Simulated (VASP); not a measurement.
## Ba: single point with LDA

Ba:

```
Ba
1.0
     3.76232    0.00000    0.00000
     0.00000    3.76232    0.00000
     0.00000    0.00000    3.75956
Ba
1
Cartesian
  1.8812 1.8812 1.8798
```

This isn't the form of Ba at room conditions, which is bcc.

```json
{
 "Program": "VASP 6.6.1",
 "Task": "single point",
 "Functional": "LDA",
 "Potentials or basis": "VASP PAW LDA potentials, release 64 (Ba_sv)",
 "Cutoff": "520 eV",
 "k mesh": "5 × 5 × 5",
 "Occupations": "methfessel-paxton, width 0.1 eV",
 "Spin": "non-collinear spin, zero start, spin-orbit coupling",
 "Starting moments": "[[0.0, 0.0, 0.0]] μB"
}
```

```yaml
Pressure: 0.2 GPa
Net_moment: 0.00 μB per cell
Valence_electrons_inside_the_program's_atomic_spheres: Ba 7.97
```

Moments on the atoms (μB; x, y, z):
```
Ba  0.00 0.00 0.00
```

It took 13 s on 1 thread of Intel(R) Xeon(R) 6975P-C (Granite Rapids), with other jobs on the host, peak memory 0.21 GiB.
